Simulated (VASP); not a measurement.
Input of a VASP 6.6.1 run:

The input INCAR:

```
PREC     = Accurate       # precision mode
ENCUT    = 600            # plane-wave cutoff, eV
EDIFF    = 1E-6           # SCF threshold, eV
ISMEAR   = -1             # smearing method
SIGMA    = 0.05           # smearing width, eV
LREAL    = F              # projectors in reciprocal space
LASPH    = T              # aspherical terms in the spheres
NELM     = 60             # most SCF steps
ALGO     = Normal         # electronic algorithm
ISIF     = 3              # what is computed and relaxed
LWAVE    = F              # write WAVECAR
LCHARG   = F              # write CHGCAR
GGA      = PE             # functional
IBRION   = 2              # ionic algorithm
NSW      = 80             # ionic steps
EDIFFG   = -0.01          # ionic threshold
PSTRESS  = 300.0
```

File KPOINTS:

```
regular mesh
0
Gamma
  11 11 11
```

POSCAR

```
Si2Mo
1.0
   -1.6000000000      1.6000000000      3.9305000000
    1.6000000000     -1.6000000000      3.9305000000
    1.6000000000      1.6000000000     -3.9305000000
Si Mo
2 1
Direct
    0.3330000000      0.3330000000      0.0000000000
    0.6670000000      0.6670000000      0.0000000000
    0.0000000000      0.0000000000      0.0000000000
```

Potentials or basis: VASP PAW PBE potentials, release 64 (Si, Mo_sv).

Launch:

```console
$ cat potpaw_PBE.64/Si/POTCAR potpaw_PBE.64/Mo_sv/POTCAR > POTCAR
$ mpirun -np 1 vasp_std > vasp.out
```

Predict the relaxed cell.

a = 4.393 Å, b = 4.393 Å, c = 4.393 Å, α = 138.84°, β = 138.84°, γ = 59.62°.

What does it give for the relaxed volume?

12.12 Å³/atom.

Forces in eV/Å, atoms in the order of the input:
```
Si   0.000  0.000 -0.003
Si   0.000  0.000  0.003
Mo   0.000  0.000  0.000
```

Caveat: the cell is relaxed towards a set pressure, so the run minimises the enthalpy, not the energy.
